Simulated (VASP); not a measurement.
KBr: single point with BLYP

Crystal: KBr.

```
CELL_PARAMETERS angstrom
0.00000 3.27785 3.27785
3.27785 0.00000 3.27785
3.27785 3.27785 0.00000
ATOMIC_POSITIONS crystal
Br 0.50000 0.50000 0.50000
K 0.00000 0.00000 0.00000
```

- Program: VASP 6.6.1
- Task: single point
- Functional: BLYP
- Potentials or basis: VASP PAW PBE potentials, release 64 (Br, K_sv)
- Cutoff: 520 eV
- k mesh: 7 × 7 × 7
- Occupations: fermi-dirac, width 0.05 eV
- Spin: no spin polarisation

The pressure is 1.9 GPa and the band gap on the k mesh is 4.51 eV, direct.

Levels at points of the mesh, in eV from the valence-band top:
```
           k point  band 4  band 5  band 6  band 7  band 8  band 9  band 10  band 11  band 12  band 13
(0.00, 0.00, 0.00)  -11.31  -11.31    0.00    0.00    0.00    4.51     7.54     7.54     7.54     8.36
```

Run time: 23 s on 1 thread of Intel(R) Xeon(R) Platinum 8488C (Sapphire Rapids), on a shared host, peak memory 0.21 GiB.

Caveat: the PAW data sets were made with another functional, which shifts forces and pressure a little.
